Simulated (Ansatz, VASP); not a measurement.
# Sn: VASP beside Ansatz

```
CELL_PARAMETERS angstrom
5.47048 0.00000 0.00000
-2.73524 4.73757 0.00000
0.00000 0.00000 3.18221
ATOMIC_POSITIONS crystal
Sn 0.00000 0.00000 0.00000
Sn 0.33333 0.66667 0.50000
Sn 0.66667 0.33333 0.50000
```

Alike in both runs: task relaxation of cell and atoms; functional r2SCAN; k mesh 6 × 6 × 6; occupations gaussian, width 0.1 eV; no spin polarisation.

|  | VASP | Ansatz |
| --- | --- | --- |
| version | VASP 6.6.1 | Ansatz 0.2.0 |
| potentials or method | VASP PAW PBE potentials, release 64 (Sn_d), cutoff 600 eV | scalar-relativistic, plane waves, PAW |
| valence electrons in the cell | 42 | 42 |

Ansatz gave:

```
gap on the k mesh at the Fermi level, each at its own relaxed structure (eV) : none
relaxed volume (Å³/atom)                                                     : 27.01
relaxed cell length with the largest relative difference (Å)                 : 3.154
```

Task: What did VASP give for the same quantities?

Result: gap on the k mesh at the Fermi level, each at its own relaxed structure (eV): none; relaxed volume (Å³/atom): 27.04; relaxed cell length with the largest relative difference (Å): 3.158.

VASP's potentials were made for PBE, not for r2SCAN. A gap of «none» marks a metal or a gap that the smearing closes.
